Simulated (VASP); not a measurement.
Write the native input for VASP 6.6.1 that does the following.

```
Task                            : G0W0 quasiparticle levels
Functional                      : PBE
Potentials or basis             : VASP PAW PBE potentials, release 64 (Pb_d_GW, S_GW)
Cutoff                          : 500 eV
k mesh                          : 4 × 4 × 4
Occupations                     : gaussian, width 0.01 eV
Spin                            : no spin polarisation
Dipole correction               : no
GW scheme                       : G0W0
GW iterations                   : 1
Cutoff of the response function : 120
Frequency points                : 96
Empty bands                     : 214
Further INCAR settings          : ALGO = EVGW0; EDIFF = 1e-08; NBANDS = 225
```

The system is PbS.

```
Pb S
1.0
     0.00000    3.30098    3.30098
     3.30098    0.00000    3.30098
     3.30098    3.30098    0.00000
Pb S
1 1
Cartesian
  0.0000 0.0000 0.0000
  1.6505 1.6505 1.6505
```

These files were run (other wordings do the same):

POSCAR

```
PbS
1.0
    0.0000000000      3.3009774936      3.3009774936
    3.3009774936      0.0000000000      3.3009774936
    3.3009774936      3.3009774936      0.0000000000
Pb S
1 1
Direct
    0.0000000000      0.0000000000      0.0000000000
    0.2500000000      0.2500000000      0.2500000000
```

INCAR.step1

```
SYSTEM = PbS
PREC = Accurate ; ENCUT = 500
EDIFF = 1E-8 ; ISMEAR = 0
SIGMA = 0.01 ; LREAL = .FALSE.
LASPH = .TRUE. ; NELM = 80
ALGO = Normal ; LWAVE = .TRUE.
LCHARG = .FALSE. ; GGA = PE
```

INCAR.step2

```
SYSTEM = PbS
PREC = Accurate ; ENCUT = 500
EDIFF = 1E-8 ; ISMEAR = 0
SIGMA = 0.01 ; LREAL = .FALSE.
LASPH = .TRUE. ; NELM = 1
ALGO = Exact ; LWAVE = .TRUE.
LCHARG = .FALSE. ; GGA = PE
NBANDS = 225 ; LOPTICS = .TRUE.
ISTART = 1
```

INCAR.step3

```
SYSTEM = PbS
PREC = Accurate ; ENCUT = 500
EDIFF = 1E-8 ; ISMEAR = 0
SIGMA = 0.01 ; LREAL = .FALSE.
LASPH = .TRUE. ; ALGO = EVGW0
LWAVE = .FALSE. ; LCHARG = .FALSE.
GGA = PE ; NELMGW = 1
NBANDS = 225 ; ENCUTGW = 120.0
NOMEGA = 96 ; PRECFOCK = Fast
ISTART = 1 ; NBANDSGW = 19
OMEGAMAX = 20
```

KPOINTS

```
regular mesh
0
G
  4 4 4
  0 0 0
```

Potentials or basis: VASP PAW PBE potentials, release 64 (Pb_d_GW, S_GW).

Launch:

```bash
$ cat potpaw_PBE.64/Pb_d_GW/POTCAR potpaw_PBE.64/S_GW/POTCAR > POTCAR
$ cp INCAR.step1 INCAR
$ mpirun -np 1 vasp_std > vasp.out
$ cp INCAR.step2 INCAR
$ mpirun -np 1 vasp_std > vasp.out
$ cp INCAR.step3 INCAR
$ mpirun -np 1 vasp_std > vasp.out
```

Results of the run:

The quasiparticle gap is 1.11 eV and the least direct quasiparticle gap is 1.70 eV. The band gap of the starting levels on the mesh is 0.80 eV. The least direct gap of the starting levels on the mesh is 1.27 eV.

Caveat: the k points lie up to 0.41 Å⁻¹ apart; bands, screening cutoff and mesh are small and nothing is extrapolated, so the quasiparticle values aren't converged; the structure was generated, so it needn't be the stable form of PbS; spin-orbit coupling is left out, which moves the levels of the heavy elements.

It took 11 min on 1 thread of Intel(R) Xeon(R) Platinum 8375C CPU @ 2.90GHz (Ice Lake), with other jobs on the host, peak memory 0.97 GiB.
